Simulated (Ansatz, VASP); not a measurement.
## In in VASP and in Ansatz

```
CELL_PARAMETERS angstrom
-1.61037 1.61037 2.52606
1.61037 -1.61037 2.52606
1.61037 1.61037 -2.52606
ATOMIC_POSITIONS crystal
In 0.00000 0.00000 0.00000
```

Alike in both runs: functional r2SCAN; k mesh 18 × 18 × 18; occupations gaussian, width 0.1 eV; no spin polarisation.

Ansatz relaxed the structure, and its values are those at the end. VASP's run is a single point on that final structure, the one shown.

|  | VASP | Ansatz |
| --- | --- | --- |
| version | VASP 6.6.1 | Ansatz 0.2.0 |
| potentials or method | VASP PAW PBE potentials, release 64 (In_d), cutoff 520 eV | scalar-relativistic, plane waves, PAW |
| valence electrons in the cell | 13 | 13 |

```csv
,VASP,Ansatz,Ansatz less VASP
gap on the k mesh at the Fermi level (eV),none,none,-
pressure (GPa),0.0,0.0,-0.02
```

VASP's potentials were made for PBE, not for r2SCAN. A gap of «none» marks a metal or a gap that the smearing closes.
